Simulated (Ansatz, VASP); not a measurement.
# Two plane-wave programs on NbC

```
CELL_PARAMETERS angstrom
0.00000 2.20873 2.20873
2.20873 0.00000 2.20873
2.20873 2.20873 0.00000
ATOMIC_POSITIONS crystal
Nb 0.00000 0.00000 0.00000
C 0.50000 0.50000 0.50000
```

Alike in both runs: task single point; functional PBEsol; dispersion D3(BJ); k mesh 10 × 10 × 10; occupations gaussian, width 0.05 eV; no spin polarisation.

|  | VASP | Ansatz |
| --- | --- | --- |
| version | VASP 6.6.1 | Ansatz 0.2.0 |
| potentials or method | VASP PAW PBE potentials, release 64 (Nb_sv, C), cutoff 600 eV | scalar-relativistic, plane waves, PAW |
| valence electrons in the cell | 17 | 17 |

|  | VASP | Ansatz | Ansatz less VASP |
| --- | --- | --- | --- |
| gap on the k mesh at the Fermi level (eV) | none | none | - |
| pressure (GPa) | -0.6 | 0.0 | +0.59 |

VASP's potentials were made for PBE, not for PBEsol. A gap of «none» marks a metal or a gap that the smearing closes.
